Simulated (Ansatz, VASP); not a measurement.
**BP in VASP and in Ansatz**

```
B P
1.0
    -3.00874    3.00874    3.95155
     3.00874   -3.00874    3.95155
     3.00874    3.00874   -3.95155
B P
5 5
Direct
  0.17487 0.44450 0.00000
  0.55550 0.55550 0.73037
  0.00000 0.00000 0.00000
  0.82513 0.82513 0.26963
  0.44450 0.17487 0.00000
  0.32513 0.32513 0.26963
  0.94450 0.67487 0.00000
  0.67487 0.94450 0.00000
  0.05550 0.05550 0.73037
  0.50000 0.50000 0.00000
```

Alike in both runs: task relaxation of cell and atoms; functional PBE; k mesh 4 × 4 × 4; occupations gaussian, width 0.1 eV; no spin polarisation.

```csv
,VASP,Ansatz
version,VASP 6.6.1,Ansatz 0.2.0
potentials or method,"VASP PAW PBE potentials, release 64 (B, P), cutoff 600 eV","scalar-relativistic, plane waves, PAW"
valence electrons in the cell,40,40
```

VASP gave:

* gap on the k mesh at the Fermi level, each at its own relaxed structure (eV): 1.30
* relaxed volume (Å³/atom): 15.72
* relaxed cell length with the largest relative difference (Å): 6.007

Task: Which values does Ansatz return?

Result: gap on the k mesh at the Fermi level, each at its own relaxed structure (eV): 1.31; relaxed volume (Å³/atom): 15.72; relaxed cell length with the largest relative difference (Å): 6.007.
